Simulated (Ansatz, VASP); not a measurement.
# Tc: VASP beside Ansatz

The input INCAR:

```
SYSTEM = Tc
ALGO = Normal ; EDIFF = 1E-6
ENCUT = 520 ; GGA = PS
ISIF = 2 ; ISMEAR = -1
LASPH = .TRUE. ; LCHARG = .FALSE.
LREAL = .FALSE. ; LWAVE = .FALSE.
NBANDS = 20 ; NELM = 100
PREC = Accurate ; SIGMA = 0.08
```

KPOINTS

```
k-points
0
G
  17 17 9
  0 0 0
```

Contents of POSCAR:

```
Tc
1.0
    2.7400001704      0.0000000000      0.0000000000
   -1.3700000852      2.3729097540      0.0000000000
    0.0000000000      0.0000000000      4.3980000000
Tc
2
Direct
    0.3333333333      0.6666666667      0.2500000000
    0.6666666667      0.3333333333      0.7500000000
```

Input for Ansatz:

```yaml
crystal:
  lattice:
    - [2.7400001704, 0.0, 0.0]
    - [-1.3700000852, 2.372909754, 0.0]
    - [0.0, 0.0, 4.398]
  atoms:
    - { symbol: Tc, position: [0.3333333333, 0.6666666667, 0.25] }
    - { symbol: Tc, position: [0.6666666667, 0.3333333333, 0.75] }
kpoints:
  mp_grid: { grid: [17, 17, 9] }
  band_path:
    path:
      - [0.0, 0.0, 0.0]
      - [0.5, 0.0, 0.0]
      - [0.3333333333, 0.3333333333, 0.0]
      - [0.0, 0.0, 0.0]
      - [0.0, 0.0, 0.5]
      - [0.5, 0.0, 0.5]
      - [0.3333333333, 0.3333333333, 0.5]
      - [0.0, 0.0, 0.5]
      - [0.5, 0.0, 0.5]
    npoints: 5
scf:
  occupations: { method: fermi_dirac, width: 0.08 }
hamiltonian:
  xc: pbesol
  pseudopotentials: { kind: all_electron, lapw: { basis_error: 0.001 } }
output:
  forces: true
  stress: true
  eigenvalues: true
```

Alike in both runs: task single point; functional PBEsol; k mesh 17 × 17 × 9; occupations fermi-dirac, width 0.08 eV; no spin polarisation.

```csv
,VASP,Ansatz
version,VASP 6.6.1,Ansatz 0.2.0
potentials or method,"VASP PAW PBE potentials, release 64 (Tc_pv), cutoff 520 eV","all-electron LAPW, scalar-relativistic"
```

|  | VASP | Ansatz | Ansatz less VASP |
| --- | --- | --- | --- |
| pressure (GPa) | -7.0 | -6.4 | +0.65 |
| traceless stress, the component that is largest in VASP (GPa) | -0.89 | -0.87 | +0.018 |

VASP's potentials were made for PBE, not for PBEsol. Ansatz ran all-electron here, and VASP with PAW potentials.
